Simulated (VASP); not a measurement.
# PbSe (I-4m2) in VASP: further runs, part 2 of 2

VASP 6.6.1. Earlier steps stand in the parts before.

### 3 Single point, r2SCAN (biaxial xy strain +4.3%)

Contents of POSCAR:

```
PbSe
1.0
    0.0000000000      3.5717711987      3.4232041391
    3.5717711987      0.0000000000      3.4232041391
    3.5717711987      3.5717711987      0.0000000000
Pb Se
1 1
Direct
    0.0000000000      0.0000000000      0.0000000000
    0.2500000000      0.2500000000      0.2500000000
```

Contents of INCAR.step1:

```
SYSTEM = PbSe
  ALGO = Normal
  EDIFF = 1E-4
  ENCUT = 520
  GGA = PE
  ISMEAR = 0
  LASPH = .TRUE.
  LCHARG = .FALSE.
  LREAL = .FALSE.
  LWAVE = .TRUE.
  NBANDS = 17
  NELM = 80
  PREC = Accurate
  SIGMA = 0.01
```

Contents of INCAR.step2:

```
SYSTEM = PbSe
  ALGO = Normal
  EDIFF = 1E-6
  ENCUT = 520
  ISIF = 2
  ISMEAR = 0
  ISTART = 1
  LASPH = .TRUE.
  LCHARG = .TRUE.
  LELF = .TRUE.
  LMIXTAU = .TRUE.
  LREAL = .FALSE.
  LVHAR = .TRUE.
  LWAVE = .FALSE.
  METAGGA = R2SCAN
  NBANDS = 17
  NELM = 80
  PREC = Accurate
  SIGMA = 0.01
```

Contents of KPOINTS:

```
k-points
0
G
  6 6 6
  0 0 0
```

Potentials or basis: VASP PAW PBE potentials, release 64 (Pb_d, Se).

On the command line:

```bash
$ cat potpaw_PBE.64/Pb_d/POTCAR potpaw_PBE.64/Se/POTCAR > POTCAR
$ cp INCAR.step1 INCAR
$ mpirun -np 1 vasp_std > vasp.out
$ cp INCAR.step2 INCAR
$ mpirun -np 1 vasp_std > vasp.out
```

OUTCAR:

```text
SYSTEM = PbSe
   EDIFF = 1E-6
   ENCUT = 520
   ISIF = 2
   ISMEAR = 0
   ISTART = 1
   LASPH = .TRUE.
   LREAL = .FALSE.
   METAGGA = R2SCAN
   NELM = 80
   PREC = Accurate

 ion  position               nearest neighbor table
   1  0.000  0.000  0.000-   2 3.05   2 3.05   2 3.05   2 3.05
   2  0.250  0.250  0.250-   1 3.05   1 3.05   1 3.05   1 3.05

  LATTYP: Found a body centered tetragonal cell.
 ALAT       =     5.0512472709
 C/A-ratio  =     1.3553896515

  Lattice vectors:

[... 193 lines left out ...]
      6     -11.3765      2.00000
[... 457 lines left out ...]
      4     -15.9179      2.00000
      5     -15.9080      2.00000
      6     -10.7422      2.00000
[... 9 lines left out ...]
     16      10.8972      0.00000
     17      12.0164      0.00000

 [... further k-points ...]
[... 5 lines left out ...]
  --------------------------------------------------------------------------------------
  -------------------------------------------------------------------------------------
  Total       -1.3819581     -1.3819581     -1.2281831      0.0000000      0.0000000      0.0000000
  in kB      -25.3498507    -25.3498507    -22.5290892      0.0000000      0.0000000      0.0000000
  external PRESSURE =     -24.4095969 kB  Pullay stress =       0.0000000 kB

 VOLUME and BASIS-vectors are now :
 -----------------------------------------------------------------------------
  energy-cutoff  :      520.00
  volume of cell :       87.34
      direct lattice vectors                 reciprocal lattice vectors
     0.000000000  3.571771199  3.423204139    -0.139986570  0.139986570  0.146061987
     3.571771199  0.000000000  3.423204139     0.139986570 -0.139986570  0.146061987
     3.571771199  3.571771199  0.000000000     0.139986570  0.139986570 -0.146061987

 POSITION                                       TOTAL-FORCE (eV/Angst)
 -----------------------------------------------------------------------------------
      0.00000      0.00000      0.00000         0.000000      0.000000      0.000000
      1.78589      1.78589      1.71160        -0.000000     -0.000000     -0.000000
 -----------------------------------------------------------------------------------
    total drift:                                0.000000      0.000000      0.000000

  FREE ENERGIE OF THE ION-ELECTRON SYSTEM (eV)
  ---------------------------------------------------
  free  energy   TOTEN  =       -71.3900277207 eV

  energy  without entropy=      -71.3900277207  energy(sigma->0) =      -71.39002772
```

OUTCAR.step1:

```text
SYSTEM = PbSe
   EDIFF = 1E-4
   ENCUT = 520
   GGA = PE
   ISMEAR = 0
   LASPH = .TRUE.
   LREAL = .FALSE.
[... 702 lines left out ...]
      0.00000      0.00000      0.00000         0.000000      0.000000     -0.000000
      1.78589      1.78589      1.71160        -0.000000     -0.000000      0.000000
 -----------------------------------------------------------------------------------
    total drift:                                0.000000      0.000000      0.000000

  FREE ENERGIE OF THE ION-ELECTRON SYSTEM (eV)
  ---------------------------------------------------
  free  energy   TOTEN  =        -7.8087893715 eV

  energy  without entropy=       -7.8087893715  energy(sigma->0) =       -7.80878937
```

OSZICAR.step1:

```text
N       E                     dE             d eps       ncg     rms          rms(c)
DAV:   1     0.160095029696E+03    0.16010E+03   -0.87955E+03  1020   0.106E+03
DAV:   2     0.561367663473E+01   -0.15448E+03   -0.14891E+03  1083   0.285E+02
DAV:   3    -0.795319648315E+01   -0.13567E+02   -0.13491E+02  1311   0.910E+01
DAV:   4    -0.831769272338E+01   -0.36450E+00   -0.36422E+00  1175   0.193E+01
DAV:   5    -0.832981949709E+01   -0.12127E-01   -0.12126E-01  1401   0.324E+00    0.299E+00
DAV:   6    -0.780397645668E+01    0.52584E+00   -0.15081E+00  1529   0.651E+00    0.157E+00
DAV:   7    -0.780181595903E+01    0.21605E-02   -0.15735E-01  1076   0.168E+00    0.870E-01
DAV:   8    -0.780816621662E+01   -0.63503E-02   -0.19848E-02  1123   0.144E+00    0.169E-01
DAV:   9    -0.780812200229E+01    0.44214E-04   -0.67053E-03  1335   0.583E-01    0.108E-01
DAV:  10    -0.780864964155E+01   -0.52764E-03   -0.75851E-04  1064   0.178E-01    0.316E-02
DAV:  11    -0.780877122900E+01   -0.12159E-03   -0.20707E-04  1129   0.108E-01    0.126E-02
DAV:  12    -0.780878937150E+01   -0.18142E-04   -0.34312E-05   896   0.516E-02
   1 F= -.78087894E+01 E0= -.78087894E+01  d E =-.391844E-54
```

It took 1.9 min on 1 thread of AMD EPYC 9R45 (Zen 5), shared host; peak memory 0.24 GiB.

Results:

```yaml
Free_energy: -71.3900 eV
Pressure: -2.4 GPa
Band_gap_on_the_k_mesh: 0.98 eV, indirect (least direct gap 1.42 eV)
```

Caveat: the cell differs from its parent crystal (biaxial xy strain +4.3%); the PAW data sets were made with another functional, which shifts forces and pressure a little; spin-orbit coupling is left out, which moves the levels of the heavy elements. A k mesh can miss the band edges.

### 4 Single point, HSE06 (biaxial xy strain +4.3%)

POSCAR is that of step 3.

Contents of INCAR.step1:

```
SYSTEM = PbSe
PREC     = Accurate       ! precision mode
ENCUT    = 520            ! plane-wave cutoff, eV
EDIFF    = 1E-5           ! SCF threshold, eV
ISMEAR   = 0              ! smearing method
SIGMA    = 0.01           ! smearing width, eV
LREAL    = .FALSE.        ! projectors in reciprocal space
LASPH    = .TRUE.         ! aspherical terms in the spheres
NELM     = 80             ! most SCF steps
ALGO     = Normal         ! electronic algorithm
ISIF     = 2              ! what is computed and relaxed
LWAVE    = .TRUE.         ! write WAVECAR
LCHARG   = .FALSE.        ! write CHGCAR
GGA      = PE             ! functional
NBANDS   = 17             ! bands
```

Contents of INCAR.step2:

```
SYSTEM = PbSe
PREC     = Accurate       ! precision mode
ENCUT    = 520            ! plane-wave cutoff, eV
EDIFF    = 1E-7           ! SCF threshold, eV
ISMEAR   = 0              ! smearing method
SIGMA    = 0.01           ! smearing width, eV
LREAL    = .FALSE.        ! projectors in reciprocal space
LASPH    = .TRUE.         ! aspherical terms in the spheres
NELM     = 80             ! most SCF steps
ALGO     = Normal         ! electronic algorithm
ISIF     = 2              ! what is computed and relaxed
LWAVE    = .FALSE.        ! write WAVECAR
LCHARG   = .FALSE.        ! write CHGCAR
GGA      = PE             ! functional
LHFCALC  = .TRUE.         ! exact exchange
HFSCREEN = 0.2079         ! screening, 1/A
PRECFOCK = Normal       
ISTART   = 1            
NBANDS   = 17             ! bands
```

Contents of KPOINTS:

```
Automatic mesh
0
G
  4 4 4
  0 0 0
```

On the command line:

```bash
$ cat potpaw_PBE.64/Pb_d/POTCAR potpaw_PBE.64/Se/POTCAR > POTCAR
$ cp INCAR.step1 INCAR
$ mpirun -np 1 vasp_std > vasp.out
$ cp INCAR.step2 INCAR
$ mpirun -np 1 vasp_std > vasp.out
```

Run time: 19 min. Hardware: 1 thread of AMD EPYC 9R45 (Zen 5), shared host; peak memory 0.32 GiB.

Results (log left out):

* Free energy: -9.2567 eV
* Pressure: -2.4 GPa
* Band gap on the k mesh: 1.15 eV, indirect (least direct gap 1.73 eV)

Stress tensor (GPa, compression positive):
```
-2.49  0.00  0.00
 0.00 -2.49  0.00
 0.00  0.00 -2.16
```

Levels at points of the mesh, in eV from the valence-band top:
```csv
k point,band 7,band 8,band 9,band 10,band 11,band 12,band 13,band 14
"(0.00, 0.00, 0.00)",-7.00,-1.73,-1.73,-1.59,2.58,2.71,2.71,5.19
"(0.50, 0.00, 0.00)",-8.37,-2.27,-2.11,-1.98,3.38,3.43,4.01,7.07
"(0.50, 0.50, 0.00)",-8.66,-2.94,-2.94,-0.64,1.15,5.30,5.30,6.61
"(0.50, 0.00, 0.50)",-8.74,-2.81,-2.80,-0.50,1.23,5.16,5.31,6.45
```

Caveat: the cell differs from its parent crystal (biaxial xy strain +4.3%); the PAW data sets were made with another functional, which shifts forces and pressure a little; spin-orbit coupling is left out, which moves the levels of the heavy elements.

### 5 Summary

```csv
level,k mesh,smearing,grid for exact exchange (PRECFOCK),screening parameter,gap on the mesh (eV),pressure (GPa)
PBE,6 × 6 × 6,fermi-dirac 0.02 eV,-,-,0.80,-1.7
r2SCAN,6 × 6 × 6,gaussian 0.01 eV,-,-,0.98,-2.4
HSE06,4 × 4 × 4,gaussian 0.01 eV,Normal,0.2079 1/Å,1.15,-2.4
```

Alike in all rows: task single point; potentials or basis VASP PAW PBE potentials, release 64 (Pb_d, Se); no spin polarisation; cell as given; cutoff (eV) 520.

Caveats: spin-orbit coupling is left out, which moves the levels of the heavy elements; the PAW data sets were made with another functional, which shifts forces and pressure a little (some runs).

Absolute energies hang on the potentials; compare differences alone.
